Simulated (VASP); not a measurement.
Wanted: the native input for a VASP 6.6.1 run.

| Quantity | Value |
| --- | --- |
| Task | single point |
| Functional | r2SCAN |
| Potentials or basis | VASP PAW PBE potentials, release 64 (Cl) |
| Cutoff | 520 eV |
| k mesh | 9 × 9 × 9 |
| Occupations | fermi-dirac, width 0.05 eV |
| Spin | no spin polarisation |
| Dipole correction | no |
| Further INCAR settings | ALGO = Normal; EDIFF = 1e-06; NBANDS = 10 |

Cl:

```
Cl
1.0
     1.72681    1.72681    1.72681
    -1.72681    1.72681    1.72681
    -1.72681   -1.72681    1.72681
Cl
1
Direct
  0.00000 0.00000 0.00000
```

The input as run:

POSCAR

```
Cl
1.0
    1.7268112813      1.7268112813      1.7268112813
   -1.7268112813      1.7268112813      1.7268112813
   -1.7268112813     -1.7268112813      1.7268112813
Cl
1
Direct
    0.0000000000      0.0000000000      0.0000000000
```

INCAR.step1

```
ALGO = Normal
EDIFF = 1E-4
ENCUT = 520
GGA = PE
ISMEAR = -1
LASPH = T
LCHARG = F
LREAL = F
LWAVE = T
NBANDS = 10
NELM = 80
PREC = Accurate
SIGMA = 0.05
```

INCAR.step2

```
ALGO = Normal
EDIFF = 1E-6
ENCUT = 520
ISIF = 2
ISMEAR = -1
ISTART = 1
LASPH = T
LCHARG = F
LMIXTAU = T
LREAL = F
LWAVE = F
METAGGA = R2SCAN
NBANDS = 10
NELM = 80
PREC = Accurate
SIGMA = 0.05
```

KPOINTS

```
k-points
0
Gamma
  9 9 9
```

Potentials or basis: VASP PAW PBE potentials, release 64 (Cl).

Command:

```sh
$ cat potpaw_PBE.64/Cl/POTCAR > POTCAR
$ cp INCAR.step1 INCAR
$ mpirun -np 1 vasp_std > vasp.out
$ cp INCAR.step2 INCAR
$ mpirun -np 1 vasp_std > vasp.out
```

It gave:

```json
{
  "Pressure": "0.4 GPa"
}
```

Caveat: the PAW data sets were made with another functional, which shifts forces and pressure a little; an odd number of electrons without spin polarisation forces a metal; a magnetic or distorted state may lie lower.

Wall time 10 s on 1 thread of Intel(R) Xeon(R) 6975P-C (Granite Rapids), on a shared host, peak memory 0.13 GiB.
